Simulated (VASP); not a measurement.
# Cs2MoF6 (Fm-3m) in VASP: single point with PBE+D3(BJ)

Aim: the single point of Cs2MoF6 with PBE+D3(BJ).

Program: VASP 6.6.1. These are calculated values, not measurements. Logs are shortened: lines on timing, memory, paths and dates and some standing lists are left out, and cuts for length are marked.

### 1 The cell of the first run

It takes space group Fm-3m (No. 225, cubic). Conventional cell: a = 9.201 Å, b = 9.201 Å, c = 9.201 Å, α = 90.00°, β = 90.00°, γ = 90.00°. Cs (site symmetry -43m) has 12 F at 3.27 Å and 4 Mo at 3.98 Å within 4.3 Å. Mo (site symmetry m-3m) has 6 F at 1.97 Å within 2.6 Å. F (site symmetry 4mm) has 1 Mo at 1.97 Å within 2.6 Å.

### 2 Single point, PBE+D3(BJ), collinear spin

The input, INCAR:

```
SYSTEM = Cs2MoF6
ALGO     = Normal         ! electronic algorithm
EDIFF    = 1E-7           ! SCF threshold, eV
ENCUT    = 520            ! plane-wave cutoff, eV
GGA      = PE             ! functional
ISIF     = 2              ! what is computed and relaxed
ISMEAR   = -1             ! smearing method
ISPIN    = 2              ! spin polarisation
IVDW     = 12             ! dispersion correction
LASPH    = .TRUE.         ! aspherical terms in the spheres
LCHARG   = .FALSE.        ! write CHGCAR
LMAXMIX  = 4              ! l up to which the mixer works
LORBIT   = 11             ! projections on sites
LREAL    = .FALSE.        ! projectors in reciprocal space
LWAVE    = .FALSE.        ! write WAVECAR
MAGMOM   = 0 0 1 0 0 0 0 0 0 ! initial moments
NBANDS   = 51             ! bands
NELM     = 150            ! most SCF steps
PREC     = Accurate       ! precision mode
SIGMA    = 0.1            ! smearing width, eV
```

The input, KPOINTS:

```
k-points
0
G
  4 4 4
  0 0 0
```

The input, POSCAR:

```
Cs2MoF6
1.0
    0.0000000000      4.6006199168      4.6006199168
    4.6006199168      0.0000000000      4.6006199168
    4.6006199168      4.6006199168      0.0000000000
Cs Mo F
2 1 6
Direct
    0.2500000000      0.2500000000      0.2500000000
    0.7500000000      0.7500000000      0.7500000000
    0.0000000000      0.0000000000      0.0000000000
    0.2144687461      0.2144687461      0.7855312539
    0.2144687461      0.7855312539      0.7855312539
    0.7855312539      0.7855312539      0.2144687461
    0.2144687461      0.7855312539      0.2144687461
    0.7855312539      0.2144687461      0.7855312539
    0.7855312539      0.2144687461      0.2144687461
```

Potentials or basis: VASP PAW PBE potentials, release 64 (Cs_sv, Mo_sv, F).

Command:

```
$ cat potpaw_PBE.64/Cs_sv/POTCAR potpaw_PBE.64/Mo_sv/POTCAR potpaw_PBE.64/F/POTCAR > POTCAR
$ mpirun -np 1 vasp_std > vasp.out
```

OUTCAR:

```text
SYSTEM = Cs2MoF6
   EDIFF = 1E-7
   ENCUT = 520
   GGA = PE
   ISIF = 2
   ISMEAR = -1
   ISPIN = 2
   IVDW = 12
   LASPH = .TRUE.
   LORBIT = 11
   LREAL = .FALSE.
   NELM = 150
   PREC = Accurate
 IVDW          = 12

 ion  position               nearest neighbor table
   1  0.250  0.250  0.250-
   2  0.750  0.750  0.750-
   3  0.000  0.000  0.000-   4 1.97   5 1.97   6 1.97   7 1.97   8 1.97   9 1.97
   4  0.214  0.214  0.786-   3 1.97
   5  0.214  0.786  0.786-   3 1.97
   6  0.786  0.786  0.214-   3 1.97
   7  0.214  0.786  0.214-   3 1.97
   8  0.786  0.214  0.786-   3 1.97
   9  0.786  0.214  0.214-   3 1.97

  LATTYP: Found a face centered cubic cell.
 ALAT       =     9.2012398336

  Lattice vectors:

 A1 = (   0.0000000000,   4.6006199168,   4.6006199168)
 A2 = (   4.6006199168,   0.0000000000,   4.6006199168)
 A3 = (   4.6006199168,   4.6006199168,   0.0000000000)

Analysis of symmetry for initial positions (statically):
=====================================================================
 Subroutine PRICEL returns:
 Original cell was already a primitive cell.

 Routine SETGRP: Setting up the symmetry group for a
 face centered cubic supercell.

 Subroutine GETGRP returns: Found 48 space group operations
 (whereof 48 operations were pure point group operations)
 out of a pool of 48 trial point group operations.

The static configuration has the point symmetry O_h .

Analysis of symmetry for dynamics (positions and initial velocities):
=====================================================================
 Subroutine PRICEL returns:
 Original cell was already a primitive cell.

 Routine SETGRP: Setting up the symmetry group for a
 face centered cubic supercell.

 Subroutine GETGRP returns: Found 48 space group operations
 (whereof 48 operations were pure point group operations)
 out of a pool of 48 trial point group operations.

The dynamic configuration has the point symmetry O_h .

Analysis of structural, dynamic, and magnetic symmetry:
=====================================================================
 Subroutine PRICEL returns:
 Original cell was already a primitive cell.

 Routine SETGRP: Setting up the symmetry group for a
 face centered cubic supercell.

 Subroutine GETGRP returns: Found 48 space group operations
 (whereof 48 operations were pure point group operations)
 out of a pool of 48 trial point group operations.

The overall configuration has the point symmetry O_h .

 Subroutine INISYM returns: Found 48 space group operations
 (whereof 48 operations are pure point group operations),
 and found     1 'primitive' translations

----------------------------------------------------------------------------------------

                                     Primitive cell

  volume of cell :     194.7507

  direct lattice vectors                    reciprocal lattice vectors
     0.000000000  4.600619917  4.600619917    -0.108681006  0.108681006  0.108681006
     4.600619917  0.000000000  4.600619917     0.108681006 -0.108681006  0.108681006
     4.600619917  4.600619917  0.000000000     0.108681006  0.108681006 -0.108681006

  length of vectors
     6.506259082  6.506259082  6.506259082     0.188241024  0.188241024  0.188241024

  position of ions in fractional coordinates (direct lattice)
     0.250000000  0.250000000  0.250000000
     0.750000000  0.750000000  0.750000000
     0.000000000  0.000000000  0.000000000
     0.214468746  0.214468746  0.785531254
     0.214468746  0.785531254  0.785531254
     0.785531254  0.785531254  0.214468746
     0.214468746  0.785531254  0.214468746
     0.785531254  0.214468746  0.785531254
     0.785531254  0.214468746  0.214468746

  ion indices of the primitive-cell ions
   primitive index   ion index
                 1           1
                 2           2
                 3           3
                 4           4
                 5           5
                 6           6
                 7           7
                 8           8
                 9           9

----------------------------------------------------------------------------------------

[... 39 lines left out ...]
   ions per type =               2   1   6
   NGX,Y,Z   is equivalent  to a cutoff of  12.26, 12.26, 12.26 a.u.
   NGXF,Y,Z  is equivalent  to a cutoff of  24.53, 24.53, 24.53 a.u.
 SYSTEM =  Cs2MoF6
   PREC   = accura    normal or accurate (medium, high low for compatibility)
   ISTART =      0    job   : 0-new  1-cont  2-samecut
   ICHARG =      2    charge: 1-file 2-atom 10-const
   ISPIN  =      2    spin polarized calculation?
   LNONCOLLINEAR =      F non collinear calculations
   LSORBIT =      F    spin-orbit coupling
   LASPH  =      T    aspherical Exc in radial PAW
   ENCUT  =  520.0 eV  38.22 Ry    6.18 a.u.  12.10 12.10 12.10*2*pi/ulx,y,z
   NELM   =    150;   NELMIN=  2; NELMDL= -5     # of ELM steps
   EDIFF  = 0.1E-06   stopping-criterion for ELM
   LREAL  =      F    real-space projection
   EDIFFG = 0.1E-05   stopping-criterion for IOM
   NSW    =      0    number of steps for IOM
   IBRION =     -1    ionic relax: 0-MD 1-quasi-New 2-CG
   NFREE  =      0    steps in history (QN), initial steepest desc. (CG)
   ISIF   =      2    stress and relaxation
   ISYM   =      2    0-nonsym 1-usesym 2-fastsym
   POTIM  = 0.5000    time-step for ionic-motion
   TEBEG  =    0.0;   TEEND  =   0.0 temperature during run
   PSTRESS=    0.0 pullay stress
   NELECT =      74.0000    total number of electrons
   NUPDOWN=      -1.0000    fix difference up-down
   EMIN   =  10.00;   EMAX   =-10.00  energy-range for DOS
   EFERMI =   0.00;   METHOD = LEGACY
   ISMEAR =    -1;   SIGMA  =   0.10  broadening in eV -4-tet -1-fermi 0-gaus
   EFERMI_NEDOS =   21; number of points for ismear=-14 and -15
   IALGO  =     38    algorithm
   IMIX   =      4    mixing-type and parameters
     AMIX     =   0.40;   BMIX     =  1.00
     AMIX_MAG =   1.60;   BMIX_MAG =  1.00
  volume/ion in A,a.u.               =      21.64       146.03
  Fermi-wavevector in a.u.,A,eV,Ry     =   1.185748  2.240739 19.129767  1.405998
  Thomas-Fermi vector in A             =   2.321935
   LORBIT       =     11    0 simple, 1 ext, 2 COOP (PROOUT), +10 PAW based schemes
   GGA     = PE    functional components
   LHFCALC =     F    Hartree Fock is set to
   AEXX    =    0.0000 exact exchange contribution
   IVDW    =    12    specifies the selected vdW correction
   LEPSILON=     F    determine dielectric tensor
   LRPA    =     F    only Hartree local field effects (RPA)
 spin polarized calculation
  energy-cutoff  :      520.00
  volume of cell :      194.75
 maximum number of plane-waves:      5297
   NGX = 25   NGY = 25   NGZ = 25

 number of electron      74.0000018 magnetization       1.9999984

 Free energy of the ion-electron system (eV)
  ---------------------------------------------------
  ext. energy  EPLUGINS =         0.00000000
  ---------------------------------------------------
  free energy    TOTEN  =       -48.03567908 eV

  energy without entropy =      -47.84652083  energy(sigma->0) =      -47.94109995

 E-fermi :   1.4327     XC(G=0):  -8.2325

 val. band max:        1.4065583511   @ k =   0.5000   0.5000   0.0000
 cond. band min:       2.8065515826   @ k =   0.5000   0.5000   0.0000
 fundamental gap:      1.3999932314
 Fermi energy:         1.4327158559

 spin component 1

 k-point     1 :       0.0000    0.0000    0.0000
  band No.  band energies     occupation
      1     -61.7049      1.00000
      2     -35.9387      1.00000
      3     -35.9387      1.00000
      4     -35.9386      1.00000
      5     -22.6418      1.00000
      6     -22.4395      1.00000
[... 405 lines left out ...]
     48       8.4588      0.00000
     49       8.5076      0.00000
 Fermi energy:         1.4327158559

 spin component 2

 k-point     1 :       0.0000    0.0000    0.0000
  band No.  band energies     occupation
      1     -60.4852      1.00000
      2     -34.6301      1.00000
      3     -34.6301      1.00000
      4     -34.6301      1.00000
      5     -22.5734      1.00000
      6     -22.3721      1.00000
[... 405 lines left out ...]
     48       8.4800      0.00000
     49       8.5309      0.00000
 [bands above 49 left out]

------------------------ aborting loop because EDIFF is reached ----------------------------------------

 Edisp (eV)   -0.96737

 E8    (eV) :    -0.4446

  FORCE on cell =-STRESS in cart. coord.  units (eV):
  Direction    XX          YY          ZZ          XY          YZ          ZX
  --------------------------------------------------------------------------------------
  -------------------------------------------------------------------------------------
  Total       0.11210     0.11210     0.11210    -0.00000    -0.00000     0.00000
  in kB       0.92222     0.92222     0.92222    -0.00000    -0.00000     0.00000
  external pressure =        0.92 kB  Pullay stress =        0.00 kB

 VOLUME and BASIS-vectors are now :
 -----------------------------------------------------------------------------
  energy-cutoff  :      520.00
  volume of cell :      194.75
      direct lattice vectors                 reciprocal lattice vectors
     0.000000000  4.600619917  4.600619917    -0.108681006  0.108681006  0.108681006
     4.600619917  0.000000000  4.600619917     0.108681006 -0.108681006  0.108681006
     4.600619917  4.600619917  0.000000000     0.108681006  0.108681006 -0.108681006

 POSITION                                       TOTAL-FORCE (eV/Angst)
 -----------------------------------------------------------------------------------
      2.30031      2.30031      2.30031         0.000000      0.000000     -0.000000
      6.90093      6.90093      6.90093         0.000000     -0.000000     -0.000000
      0.00000      0.00000      0.00000         0.000000     -0.000000     -0.000000
      4.60062      4.60062      1.97338         0.000000      0.000000      0.091971
      7.22786      4.60062      4.60062        -0.091971      0.000000     -0.000000
      4.60062      4.60062      7.22786         0.000000      0.000000     -0.091971
      4.60062      1.97338      4.60062         0.000000      0.091971     -0.000000
      4.60062      7.22786      4.60062         0.000000     -0.091971     -0.000000
      1.97338      4.60062      4.60062         0.091971      0.000000     -0.000000
 -----------------------------------------------------------------------------------
    total drift:                               -0.000000     -0.000000     -0.000000

  FREE ENERGIE OF THE ION-ELECTRON SYSTEM (eV)
  ---------------------------------------------------
  free  energy   TOTEN  =       -49.0030453286 eV

  energy  without entropy=      -48.8138870788  energy(sigma->0) =      -48.90846620

 total charge

# of ion       s       p       d       tot
------------------------------------------
    1        1.832   4.724   0.017   6.572
    2        1.832   4.724   0.017   6.572
    3        2.278   6.238   3.605  12.122
    4        1.740   4.339   0.000   6.079
    5        1.740   4.339   0.000   6.079
    6        1.740   4.339   0.000   6.079
    7        1.740   4.339   0.000   6.079
    8        1.740   4.339   0.000   6.079
    9        1.740   4.339   0.000   6.079
--------------------------------------------------
tot         16.380  41.722   3.639  61.742

 magnetization (x)

# of ion       s       p       d       tot
------------------------------------------
    1       -0.000  -0.000   0.000   0.000
    2       -0.000  -0.000   0.000   0.000
    3        0.013   0.014   1.655   1.682
    4        0.000   0.031   0.000   0.031
    5        0.000   0.031   0.000   0.031
    6        0.000   0.031   0.000   0.031
    7        0.000   0.031   0.000   0.031
    8        0.000   0.031   0.000   0.031
    9        0.000   0.031   0.000   0.031
--------------------------------------------------
tot          0.015   0.199   1.656   1.869
```

Run time: 2.8 min. Hardware: 1 thread of Intel Xeon Platinum 8259CL at 2.50GHz (Skylake/Cascade Lake), shared host; peak memory 0.47 GiB.

Results:

```
Free energy                                           : -49.0030 eV
Pressure                                              : 0.1 GPa
Largest force                                         : 0.092 eV/Å
Band gap on the k mesh                                : zero (filled and empty bands overlap)
Net moment                                            : 2.00 μB per cell
Site moments                                          : Cs +0.00; Mo +1.68; F +0.03 μB
Valence electrons inside the program's atomic spheres : Cs 6.57; Mo 12.12; F 6.08
Dispersion energy per atom                            : -0.107 eV
```

Forces on the atoms (eV/Å):
```
Cs   0.000  0.000  0.000
Cs   0.000  0.000  0.000
Mo   0.000  0.000  0.000
F    0.000  0.000  0.092
F   -0.092  0.000  0.000
F    0.000  0.000 -0.092
F    0.000  0.092  0.000
F    0.000 -0.092  0.000
F    0.092  0.000  0.000
```

Levels at points of the mesh, in eV from the Fermi level:
Spin up:
| k point | band 36 | band 37 | band 38 | band 39 | band 40 | band 41 | band 42 | band 43 |
| --- | --- | --- | --- | --- | --- | --- | --- | --- |
| (0.00, 0.00, 0.00) | -4.40 | -0.09 | -0.09 | -0.09 | 3.15 | 3.69 | 3.69 | 4.82 |
| (0.50, 0.00, 0.00) | -4.45 | -0.08 | -0.07 | -0.07 | 3.69 | 3.69 | 4.90 | 4.96 |
| (0.50, 0.50, 0.00) | -4.41 | -0.14 | -0.03 | -0.03 | 3.27 | 3.86 | 4.79 | 5.23 |
Spin down:
```
           k point  band 34  band 35  band 36  band 37  band 38  band 39
(0.00, 0.00, 0.00)    -4.31    -4.31    -4.31     1.39     1.39     1.39
(0.50, 0.00, 0.00)    -4.36    -4.36    -4.36     1.43     1.43     1.43
(0.50, 0.50, 0.00)    -4.40    -4.40    -4.31     1.37     1.48     1.48
```

Caveat: three body term missing; spin-orbit coupling is left out, which moves the levels of the heavy elements.
